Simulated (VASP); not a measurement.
Input of a VASP 6.6.1 run:

Contents of POSCAR:

```
NaI
1.0
    0.0000000000      3.2296804382      3.2296804382
    3.2296804382      0.0000000000      3.2296804382
    3.2296804382      3.2296804382      0.0000000000
Na I
1 1
Direct
    0.0000000000      0.0000000000      0.0000000000
    0.5000000000      0.5000000000      0.5000000000
```

INCAR.step1

```
PREC     = Accurate       # precision mode
ENCUT    = 520            # plane-wave cutoff, eV
EDIFF    = 1E-5           # SCF threshold, eV
ISMEAR   = 0              # smearing method
SIGMA    = 0.01           # smearing width, eV
LREAL    = False          # projectors in reciprocal space
LASPH    = True           # aspherical terms in the spheres
NELM     = 60             # most SCF steps
ALGO     = Normal         # electronic algorithm
ISIF     = 2              # what is computed and relaxed
LWAVE    = True           # write WAVECAR
LCHARG   = False          # write CHGCAR
GGA      = PE             # functional
NBANDS   = 14             # bands
```

The input INCAR.step2:

```
PREC     = Accurate       # precision mode
ENCUT    = 520            # plane-wave cutoff, eV
EDIFF    = 1E-6           # SCF threshold, eV
ISMEAR   = 0              # smearing method
SIGMA    = 0.01           # smearing width, eV
LREAL    = False          # projectors in reciprocal space
LASPH    = True           # aspherical terms in the spheres
NELM     = 60             # most SCF steps
ALGO     = Normal         # electronic algorithm
ISIF     = 2              # what is computed and relaxed
LWAVE    = False          # write WAVECAR
LCHARG   = False          # write CHGCAR
GGA      = PE             # functional
LHFCALC  = True           # exact exchange
AEXX     = 0.25           # exact-exchange fraction
PRECFOCK = Normal       
ISTART   = 1            
NBANDS   = 14             # bands
```

The input KPOINTS:

```
Automatic mesh
0
Gamma
  6 6 6
```

Potentials or basis: VASP PAW PBE potentials, release 64 (Na_pv, I).

Command:

```console
$ cat potpaw_PBE.64/Na_pv/POTCAR potpaw_PBE.64/I/POTCAR > POTCAR
$ cp INCAR.step1 INCAR
$ mpirun -np 1 vasp_std > vasp.out
$ cp INCAR.step2 INCAR
$ mpirun -np 1 vasp_std > vasp.out
```

Predict the band gap on the k mesh.

5.35 eV.

Predict the pressure.

0.2 GPa.

Caveat: the PAW data sets were made with another functional, which shifts forces and pressure a little; spin-orbit coupling is left out, which moves the levels of the heavy elements.
